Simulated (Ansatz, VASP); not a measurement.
B2SbAs: VASP beside Ansatz

File INCAR:

```
PREC     = Accurate       # precision mode
ENCUT    = 520            # plane-wave cutoff, eV
EDIFF    = 1E-7           # SCF threshold, eV
ISMEAR   = 0              # smearing method
SIGMA    = 0.1            # smearing width, eV
LREAL    = F              # projectors in reciprocal space
LASPH    = T              # aspherical terms in the spheres
NELM     = 100            # most SCF steps
ALGO     = Normal         # electronic algorithm
ISIF     = 2              # what is computed and relaxed
LWAVE    = F              # write WAVECAR
LCHARG   = F              # write CHGCAR
LDIPOL   = T            
IDIPOL   = 3            
DIPOL    = 0.5 0.5 0.496
GGA      = PE             # functional
NBANDS   = 16             # bands
```

KPOINTS

```
Automatic mesh
0
Gamma
  6 4 1
```

POSCAR

```
B2SbAs
1.0
    3.0711163100      0.0000000000      0.0000000000
    0.0000000000      4.0659185100      0.0000000000
    0.0000000000      0.0000000000     17.0000000000
B Sb As
2 1 1
Direct
    0.0000000000      0.0636713100      0.4400009300
    0.0000000000      0.9363286900      0.5458814200
    0.5000000000      0.5925777400      0.5661256100
    0.5000000000      0.4074222600      0.4338743900
```

Input for Ansatz:

```yaml
crystal:
  lattice:
    - [3.07111631, 0.0, 0.0]
    - [0.0, 4.06591851, 0.0]
    - [0.0, 0.0, 17.0]
  atoms:
    - { symbol: B, position: [0.0, 0.06367131, 0.44000093] }
    - { symbol: B, position: [0.0, 0.93632869, 0.54588142] }
    - { symbol: Sb, position: [0.5, 0.59257774, 0.56612561] }
    - { symbol: As, position: [0.5, 0.40742226, 0.43387439] }
  periodic: [true, true, false]
basis:
  ecutwfc: 420
kpoints:
  mp_grid: { grid: [6, 4, 1] }
hamiltonian:
  xc: pbe
scf:
  occupations: { method: gaussian, width: 0.1 }
  lower_state_search: "off"
output:
  forces: true
  stress: true
  eigenvalues: true
```

Alike in both runs: task single point; functional PBE; k mesh 6 × 4 × 1; occupations gaussian, width 0.1 eV; no spin polarisation.

|  | VASP | Ansatz |
| --- | --- | --- |
| version | VASP 6.6.1 | Ansatz 0.2.0 |
| potentials or method | VASP PAW PBE potentials, release 64 (B, Sb, As), cutoff 520 eV | scalar-relativistic, plane waves, PAW |
| valence electrons in the cell | 16 | 36 |

|  | VASP | Ansatz | Ansatz less VASP |
| --- | --- | --- | --- |
| gap on the k mesh at the Fermi level (eV) | none | none | - |
| rms of the force components (eV/Å) | 2.407 | 2.340 | -0.0666 |

Atom by atom the forces differ by 0.085 eV/Å (rms over components). A gap of «none» marks a metal or a gap that the smearing closes. VASP's potentials hold 16 valence electrons a cell and Ansatz's 36, so a difference there can come from the potentials and not from the codes. Ansatz's warnings: slab cell height set.

The k mesh is coarse, so the values compare programs but aren't converged. Spin-orbit coupling is off throughout.
